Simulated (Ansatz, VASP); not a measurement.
## C: VASP beside Ansatz

```
CELL_PARAMETERS angstrom
0.00000 1.71206 1.71206
1.71206 0.00000 1.71206
1.71206 1.71206 0.00000
ATOMIC_POSITIONS crystal
C 0.50000 0.50000 0.50000
C 0.75000 0.75000 0.75000
```

Change from the starting cell: strain -0.040 along x and y, -0.040 along z, atoms carried along.

Alike in both runs: task single point; functional PBE; k mesh 12 × 12 × 12; occupations gaussian, width 0.05 eV; no spin polarisation.

```csv
,VASP,Ansatz
version,VASP 6.6.1,Ansatz 0.2.0
potentials or method,"VASP PAW PBE potentials, release 64 (C), cutoff 520 eV","scalar-relativistic, plane waves, PAW"
valence electrons in the cell,8,8
```

```csv
,VASP,Ansatz,Ansatz less VASP
gap on the k mesh at the Fermi level (eV),4.44,4.45,+0.011
least direct gap on the mesh (eV),5.93,5.94,+0.008
pressure (GPa),70.2,69.0,-1.21
```

Both programs put the cell under a high pressure, so it lies far from rest at this level. With one functional, cell and mesh, what is left measures potentials, basis and numerics.

Noted on VASP's run: the cell as given lies far from equilibrium.
